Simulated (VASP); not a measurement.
A run of VASP 6.6.1 is set up as follows.

INCAR

```
PREC = Accurate
ENCUT = 520
EDIFF = 1E-6
ISMEAR = -1
SIGMA = 0.05
LREAL = F
LASPH = T
NELM = 60
ALGO = Normal
ISIF = 2
LWAVE = F
LCHARG = T
GGA = CA
LELF = T
LVHAR = T
NBANDS = 18
```

The input KPOINTS:

```
Automatic mesh
0
Gamma
  15 15 15
```

The input POSCAR:

```
Si2Mo
1.0
   -1.4644085077      1.4644085077      3.6539880059
    1.4644085077     -1.4644085077      3.6539880059
    1.4644085077      1.4644085077     -3.6539880059
Mo Si
1 2
Direct
    0.0000000000      0.0000000000      0.0000000000
    0.3323756031      0.3323756031      0.0000000000
   -0.3323756031     -0.3323756031      0.0000000000
```

Potentials or basis: VASP PAW LDA potentials, release 64 (Mo_sv, Si).

Launch:

```sh
$ cat potpaw_LDA.64/Mo_sv/POTCAR potpaw_LDA.64/Si/POTCAR > POTCAR
$ mpirun -np 1 vasp_std > vasp.out
```

Estimate the largest force.

0.023 eV/Å.

Predict the pressure.

82.4 GPa.

Stress tensor (GPa, compression positive):
```
82.35  0.00  0.00
 0.00 82.35  0.00
 0.00  0.00 82.54
```
